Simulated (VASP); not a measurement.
# Sn (Fd-3m) in VASP: notebook

Sn is run at these levels: LDA; tasks: relaxation of cell and atoms.

Everything below comes from runs of VASP 6.6.1. Logs are shortened: lines on timing, memory, paths and dates and some standing lists are left out, and cuts for length are marked.

## 1. The cell of the first run

It takes space group Fd-3m (No. 227, cubic). The conventional cell has a = 6.474 Å, b = 6.474 Å, c = 6.474 Å, α = 90.00°, β = 90.00°, γ = 90.00°. Sn (site symmetry -43m) has 4 Sn at 2.80 Å within 3.7 Å.

This isn't the form of Sn at room conditions, which is tetragonal (white tin).

## 2. Relaxation of cell and atoms, LDA, target pressure 2 GPa, at which the enthalpy is minimised

File INCAR:

```
  PREC = Accurate
  ENCUT = 600
  EDIFF = 1E-7
  ISMEAR = -1
  SIGMA = 0.1
  LREAL = False
  LASPH = True
  NELM = 100
  ALGO = Normal
  ISIF = 3
  LWAVE = False
  LCHARG = False
  GGA = CA
  IBRION = 2
  NSW = 100
  EDIFFG = -0.002
  PSTRESS = 20.0
```

File KPOINTS:

```
Automatic mesh
0
Gamma
  14 14 14
```

File POSCAR:

```
Sn
1.0
    0.0000000000      3.2371605010      3.2371605010
    3.2371605010      0.0000000000      3.2371605010
    3.2371605010      3.2371605010      0.0000000000
Sn
2
Direct
    0.5000000000      0.5000000000      0.5000000000
    0.7500000000      0.7500000000      0.7500000000
```

Potentials or basis: VASP PAW LDA potentials, release 64 (Sn_d).

The run is started by

```bash
$ cat potpaw_LDA.64/Sn_d/POTCAR > POTCAR
$ mpirun -np 1 vasp_std > vasp.out
```

OUTCAR:

```text
PREC = Accurate
   ENCUT = 600
   EDIFF = 1E-7
   ISMEAR = -1
   LREAL = False
   LASPH = True
   NELM = 100
   ISIF = 3
   GGA = CA
   IBRION = 2
   NSW = 100
   EDIFFG = -0.002
   PSTRESS = 20.0

 ion  position               nearest neighbor table
   1  0.500  0.500  0.500-   2 2.80   2 2.80   2 2.80   2 2.80
   2  0.750  0.750  0.750-   1 2.80   1 2.80   1 2.80   1 2.80

  LATTYP: Found a face centered cubic cell.
 ALAT       =     6.4743210020

  Lattice vectors:

 A1 = (   0.0000000000,   3.2371605010,   3.2371605010)
 A2 = (   3.2371605010,   0.0000000000,   3.2371605010)
 A3 = (   3.2371605010,   3.2371605010,   0.0000000000)

Analysis of symmetry for initial positions (statically):
=====================================================================
 Subroutine PRICEL returns:
 Original cell was already a primitive cell.

 Routine SETGRP: Setting up the symmetry group for a
 face centered cubic supercell.

 Subroutine GETGRP returns: Found 48 space group operations
 (whereof 24 operations were pure point group operations)
 out of a pool of 48 trial point group operations.

The static configuration has the point symmetry T_d .
 The point group associated with its full space group is O_h .

Analysis of symmetry for dynamics (positions and initial velocities):
=====================================================================
 Subroutine PRICEL returns:
 Original cell was already a primitive cell.

 Routine SETGRP: Setting up the symmetry group for a
 face centered cubic supercell.

 Subroutine GETGRP returns: Found 48 space group operations
 (whereof 24 operations were pure point group operations)
 out of a pool of 48 trial point group operations.

The dynamic configuration has the point symmetry T_d .
 The point group associated with its full space group is O_h .

 Subroutine INISYM returns: Found 48 space group operations
 (whereof 24 operations are pure point group operations),
 and found     1 'primitive' translations

----------------------------------------------------------------------------------------

                                     Primitive cell

  volume of cell :      67.8458

  direct lattice vectors                    reciprocal lattice vectors
     0.000000000  3.237160501  3.237160501    -0.154456351  0.154456351  0.154456351
     3.237160501  0.000000000  3.237160501     0.154456351 -0.154456351  0.154456351
     3.237160501  3.237160501  0.000000000     0.154456351  0.154456351 -0.154456351

[... 90 lines left out ...]
   ISYM   =      2    0-nonsym 1-usesym 2-fastsym
   POTIM  = 0.5000    time-step for ionic-motion
   TEBEG  =    0.0;   TEEND  =   0.0 temperature during run
   PSTRESS=   20.0 pullay stress
   NELECT =      28.0000    total number of electrons
   NUPDOWN=      -1.0000    fix difference up-down
   EMIN   =  10.00;   EMAX   =-10.00  energy-range for DOS
   EFERMI =   0.00;   METHOD = LEGACY
   ISMEAR =    -1;   SIGMA  =   0.10  broadening in eV -4-tet -1-fermi 0-gaus
   EFERMI_NEDOS =   21; number of points for ismear=-14 and -15
   IALGO  =     38    algorithm
   IMIX   =      4    mixing-type and parameters
     AMIX     =   0.40;   BMIX     =  1.00
     AMIX_MAG =   1.60;   BMIX_MAG =  1.00
  volume/ion in A,a.u.               =      33.92       228.92
  Fermi-wavevector in a.u.,A,eV,Ry     =   1.218858  2.303309 20.213032  1.485616
  Thomas-Fermi vector in A             =   2.354130
   LORBIT       =      0    0 simple, 1 ext, 2 COOP (PROOUT), +10 PAW based schemes
   GGA     = CA    functional components
   LHFCALC =     F    Hartree Fock is set to
   AEXX    =    0.0000 exact exchange contribution
   IVDW    =     0    specifies the selected vdW correction
   LEPSILON=     F    determine dielectric tensor
   LRPA    =     F    only Hartree local field effects (RPA)
 conjugate gradient relaxation of ions
 non-spin polarized calculation
  energy-cutoff  :      600.00
  volume of cell :       67.85
 maximum number of plane-waves:      2282
 NGX is ok and might be reduce to    40
   NGX = 19   NGY = 19   NGZ = 19

--------------------------------------- Ionic step        1  -------------------------------------------

 number of electron      28.0000005 magnetization

 Free energy of the ion-electron system (eV)
  ---------------------------------------------------
  ext. energy  EPLUGINS =         0.00000000
  ---------------------------------------------------
  free energy    TOTEN  =        -8.94545680 eV

  energy without entropy =       -8.94068266  energy(sigma->0) =       -8.94306973

------------------------ aborting loop because EDIFF is reached ----------------------------------------

  FORCE on cell =-STRESS in cart. coord.  units (eV):
  Direction    XX          YY          ZZ          XY          YZ          ZX
  --------------------------------------------------------------------------------------
  -------------------------------------------------------------------------------------
  Total        0.0139591      0.0139591      0.0139591     -0.0000000     -0.0000000     -0.0000000
  in kB        0.3296439      0.3296439      0.3296439     -0.0000000     -0.0000000     -0.0000000
  external PRESSURE =     -19.6703561 kB  Pullay stress =      20.0000000 kB
[... 63 lines left out ...]
--------------------------------------- Ionic step        3  -------------------------------------------

 number of electron      27.9999999 magnetization

 Free energy of the ion-electron system (eV)
  ---------------------------------------------------
  ext. energy  EPLUGINS =         0.00000000
  ---------------------------------------------------
  free energy    TOTEN  =        -8.92951110 eV

  energy without entropy =       -8.92548292  energy(sigma->0) =       -8.92749701

 E-fermi :   5.9274     XC(G=0):  -9.3954

 val. band max:        5.8957877756   @ k =   0.4286   0.0000   0.0000
 cond. band min:       5.9560690994   @ k =   0.0000   0.0000   0.0000
 fundamental gap:      0.0602813237
 Fermi energy:         5.9273835648

 k-point     1 :       0.0000    0.0000    0.0000
  band No.  band energies     occupation
      1     -15.8443      2.00000
      2     -15.8443      2.00000
      3     -15.8443      2.00000
      4     -15.7760      2.00000
      5     -15.7760      2.00000
      6     -15.4233      2.00000
[... 481 lines left out ...]
      5     -15.6933      2.00000
      6     -15.5333      2.00000
[... 10 lines left out ...]
     17      10.0248      0.00000
     18      10.0310      0.00000

 [... further k-points ...]

------------------------ aborting loop because EDIFF is reached ----------------------------------------

  FORCE on cell =-STRESS in cart. coord.  units (eV):
  Direction    XX          YY          ZZ          XY          YZ          ZX
  --------------------------------------------------------------------------------------
  -------------------------------------------------------------------------------------
  Total        0.8165521      0.8165521      0.8165521      0.0000000      0.0000000     -0.0000000
  in kB       20.0518359     20.0518359     20.0518359      0.0000000      0.0000000     -0.0000000
  external PRESSURE =       0.0518359 kB  Pullay stress =      20.0000000 kB
[... 21 lines left out ...]
  energy  without entropy=       -8.9254829191  energy(sigma->0) =       -8.92749701

  enthalpy is  TOTEN    =        -8.1150698829 eV   P V=        0.8144412126

 reached required accuracy - stopping structural energy minimisation
```

OSZICAR:

```text
N       E                     dE             d eps       ncg     rms          rms(c)
DAV:   1     0.220522874231E+03    0.22052E+03   -0.16620E+04  3752   0.248E+03
[... 24 lines left out ...]
DAV:   1    -0.907697615396E+01   -0.17035E+00   -0.33361E+00  4108   0.336E+01    0.203E+00
DAV:   2    -0.895861768847E+01    0.11836E+00   -0.20872E-01  4792   0.832E+00    0.908E-01
DAV:   3    -0.893106305168E+01    0.27555E-01   -0.86118E-02  4860   0.506E+00    0.131E-01
DAV:   4    -0.892965514659E+01    0.14079E-02   -0.40933E-03  4558   0.876E-01    0.367E-02
DAV:   5    -0.892953451796E+01    0.12063E-03   -0.19171E-04  4820   0.197E-01    0.156E-02
DAV:   6    -0.892951151048E+01    0.23007E-04   -0.24057E-05  3812   0.616E-02    0.400E-03
DAV:   7    -0.892951103632E+01    0.47416E-06   -0.20665E-06  4850   0.175E-02    0.136E-03
DAV:   8    -0.892951109554E+01   -0.59222E-07   -0.10021E-07  2446   0.484E-03
   3 F= -.81150699E+01 E0= -.81130558E+01  d E =-.165325E-01
```

CONTCAR:

```text
Sn
   1.00000000000000
     0.0000000000000000    3.1952397055963022    3.1952397055963022
     3.1952397055963022    0.0000000000000000    3.1952397055963022
     3.1952397055963022    3.1952397055963022    0.0000000000000000
  Sn
     2
Direct
     0.5000000000000000    0.5000000000000000    0.5000000000000000
     0.7500000000000000    0.7500000000000000    0.7500000000000000

  0.00000000E+00  0.00000000E+00  0.00000000E+00
  0.00000000E+00  0.00000000E+00  0.00000000E+00
```

Run time: 4.3 min. Hardware: 1 thread of Intel Xeon Platinum 8559C (Emerald Rapids), shared host; peak memory 0.27 GiB.

What came out:

- Free energy: -8.9295 eV
- Relaxed volume: 32.62 Å³/atom
- Relaxed cell: a = 4.519 Å, b = 4.519 Å, c = 4.519 Å, α = 60.00°, β = 60.00°, γ = 60.00°
- Space group after relaxing (to 0.1 Å): Fd-3m (No. 227)
- Energy change on relaxing (the run minimises the enthalpy): +8.0 meV/atom
- Ionic steps: 3
- Pressure after relaxing: 2.0 GPa
- Band gap on the k mesh: zero (bands 14 and 15 overlap by 0.09 eV)

The path:
```tsv
step	energy change (eV)	largest force (eV/Å)	pressure (GPa)	volume (Å³)
1	0.0000	0.0000	0.03	67.85
2	0.0388	0.0000	3.23	63.84
3	0.0159	0.0000	2.01	65.24
```

Final structure:
```
Sn
1.0
     0.00000    3.19524    3.19524
     3.19524    0.00000    3.19524
     3.19524    3.19524    0.00000
Sn
2
Direct
  0.50000 0.50000 0.50000
  0.75000 0.75000 0.75000
```

Levels at points of the mesh, in eV from the Fermi level:
```
           k point  band 11  band 12  band 13  band 14  band 15  band 16  band 17  band 18
(0.00, 0.00, 0.00)   -11.02    -0.53     0.03     0.03     0.03     2.09     2.09     2.09
(0.50, 0.00, 0.00)    -9.30    -6.58    -1.25    -1.25    -0.06     3.18     3.18     5.44
(0.50, 0.50, 0.00)    -7.78    -7.78    -2.67    -2.67     0.65     0.65     7.89     7.89
```

Caveat: the cell is relaxed towards a set pressure, so the run minimises the enthalpy, not the energy; spin-orbit coupling is left out, which moves the levels of the heavy elements.

## 3. Relaxation of cell and atoms, LDA, target pressure 4 GPa, at which the enthalpy is minimised

File INCAR:

```
SYSTEM = Sn
PREC     = Accurate       ! precision mode
ENCUT    = 600            ! plane-wave cutoff, eV
EDIFF    = 1E-7           ! SCF threshold, eV
ISMEAR   = -1             ! smearing method
SIGMA    = 0.1            ! smearing width, eV
LREAL    = .False.        ! projectors in reciprocal space
LASPH    = .True.         ! aspherical terms in the spheres
NELM     = 80             ! most SCF steps
ALGO     = Normal         ! electronic algorithm
ISIF     = 3              ! what is computed and relaxed
LWAVE    = .False.        ! write WAVECAR
LCHARG   = .False.        ! write CHGCAR
IBRION   = 2              ! ionic algorithm
NSW      = 100            ! ionic steps
EDIFFG   = -0.002         ! ionic threshold
PSTRESS  = 40.0
```

File KPOINTS:

```
regular mesh
0
Gamma
  14 14 14
  0 0 0
```

POSCAR is that of step 2.

Potentials or basis: VASP PAW LDA potentials, release 64 (Sn_d).

The run is started by

```bash
$ cat potpaw_LDA.64/Sn_d/POTCAR > POTCAR
$ mpirun -np 1 vasp_std > vasp.out
```

It took 7.3 min on 1 thread of Intel Xeon Platinum 8559C (Emerald Rapids), shared host; peak memory 0.28 GiB.

It converged, with:

```yaml
Free_energy: -8.8891 eV
Relaxed_volume: 31.53 Å³/atom
Relaxed_cell: a = 4.468 Å, b = 4.468 Å, c = 4.468 Å, α = 60.00°, β = 60.00°, γ = 60.00°
Space_group_after_relaxing_to_0.1_Å: Fd-3m (No. 227)
Energy_change_on_relaxing_the_run_minimises_the_enthalpy: +28.2 meV/atom
Ionic_steps: 6
Pressure_after_relaxing: 4.0 GPa
Band_gap_on_the_k_mesh: zero (bands 14 and 15 overlap by 0.02 eV)
```

The path:
```
step  energy change (eV)  largest force (eV/Å)  pressure (GPa)  volume (Å³)
   1              0.0000                0.0000            0.03        67.85
   2              0.1687                0.0000            7.64        59.93
   3              0.0556                0.0000            3.98        63.09
   4              0.0579                0.0000            4.08        63.00
   5              0.0548                0.0000            3.94        63.13
   6              0.0563                0.0000            4.00        63.06
```

Final structure:
```
CELL_PARAMETERS angstrom
0.00000 3.15924 3.15924
3.15924 0.00000 3.15924
3.15924 3.15924 0.00000
ATOMIC_POSITIONS crystal
Sn 0.50000 0.50000 0.50000
Sn 0.75000 0.75000 0.75000
```

Levels at points of the mesh, in eV from the Fermi level:
| k point | band 12 | band 13 | band 14 | band 15 | band 16 | band 17 |
| --- | --- | --- | --- | --- | --- | --- |
| (0.00, 0.00, 0.00) | -0.31 | 0.00 | 0.00 | 0.00 | 2.07 | 2.07 |
| (0.50, 0.00, 0.00) | -6.75 | -1.33 | -1.33 | -0.02 | 3.17 | 3.17 |
| (0.50, 0.50, 0.00) | -7.93 | -2.82 | -2.82 | 0.58 | 0.58 | 8.09 |

Caveat: the cell is relaxed towards a set pressure, so the run minimises the enthalpy, not the energy; spin-orbit coupling is left out, which moves the levels of the heavy elements. Zero-point motion and thermal expansion aren't in these numbers.

The gap in the log of VASP goes by the Fermi energy; the results here count the filled bands.